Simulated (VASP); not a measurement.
Crystal: B3Se2.

```xyz
5
Lattice="1.6543 0.9551 7.6683 -1.6543 0.9551 7.6683 0.0000 -1.9102 7.6683" Properties=species:S:1:pos:R:3 pbc="T T T"
B     0.0000    0.0000    0.0000
B     0.0000    0.0000    4.8195
B     0.0000    0.0000   18.1854
Se    0.0000    0.0000    9.2020
Se    0.0000    0.0000   13.8029
```

```yaml
Program: VASP 6.6.1
Task: relaxation of cell and atoms
Functional: PBE
Potentials_or_basis: VASP PAW PBE potentials, release 64 (B, Se)
Cutoff: 600 eV
k_mesh: 6 × 6 × 6
Occupations: gaussian, width 0.1 eV
Spin: no spin polarisation
```

At the start: pressure -10.4 GPa; volume 14.54 Å³/atom.

Problem. How do energy, volume and symmetry change on relaxing?

Solution. Over 27 steps the energy falls by 627.5 meV/atom and the volume is 12.88 Å³/atom (-11.4 %); space group R-3m (No. 166, to 0.1 Å) before and after.

The path:
| step | energy change (eV) | largest force (eV/Å) | pressure (GPa) | volume (Å³) |
| --- | --- | --- | --- | --- |
| 1 | 0.0000 | 1.0241 | -10.40 | 72.69 |
| 2 | -0.7750 | 0.7640 | -0.46 | 63.07 |
| 3 | -0.8082 | 0.9966 | 2.81 | 61.22 |
| 4 | -0.9682 | 0.9538 | -0.22 | 61.81 |
| 5 | -1.0073 | 0.8603 | -2.29 | 62.32 |
| 6 | -1.1420 | 0.7965 | -2.33 | 61.23 |
| 7 | -1.3770 | 2.1376 | 0.76 | 58.04 |
| 8 | -1.4937 | 2.2377 | 1.17 | 57.63 |
| 9 | -1.8322 | 2.5619 | 4.18 | 56.41 |
| 10 | -2.1155 | 2.4383 | 13.87 | 53.97 |
| 11 | -2.3249 | 1.7340 | 10.41 | 55.32 |
| 12 | -2.3671 | 1.3342 | 8.26 | 56.20 |
| 13 | -2.5248 | 1.2229 | 5.37 | 57.43 |
| 14 | -2.8063 | 1.1978 | -2.37 | 61.23 |
| 15 | -2.8250 | 1.1677 | -4.76 | 62.62 |
| 16 | -2.9432 | 0.6615 | -2.36 | 61.88 |
| 17 | -2.9786 | 0.4372 | -0.11 | 61.27 |
| 18 | -2.9793 | 0.4879 | 0.29 | 61.17 |
| 19 | -3.0157 | 0.4147 | 0.84 | 61.25 |
| 20 | -3.0860 | 0.3391 | 2.51 | 61.42 |
| 21 | -3.0899 | 0.3908 | 3.12 | 61.46 |
| 22 | -3.1130 | 0.3773 | 1.45 | 62.66 |
| 23 | -3.1204 | 0.3658 | 0.06 | 63.77 |
| 24 | -3.1313 | 0.1968 | 0.15 | 63.93 |
| 25 | -3.1336 | 0.1378 | 0.22 | 64.04 |
| 26 | -3.1363 | 0.0584 | 0.11 | 64.21 |
| 27 | -3.1375 | 0.0396 | -0.01 | 64.40 |

Final structure:
```xyz
5
Lattice="1.5529 0.8966 7.7087 -1.5529 0.8966 7.7087 0.0000 -1.7932 7.7087" Properties=species:S:1:pos:R:3 pbc="T T T"
B     0.0000    0.0000    0.0000
B     0.0000    0.0000    3.8606
B     0.0000    0.0000   19.2656
Se    0.0000    0.0000    9.0563
Se    0.0000    0.0000   14.0699
```

Caveat: the k points lie up to 0.39 Å⁻¹ apart in the final cell, too coarse for converged energies and pressures of a metal; an odd number of electrons without spin polarisation forces a metal; a magnetic or distorted state may lie lower.
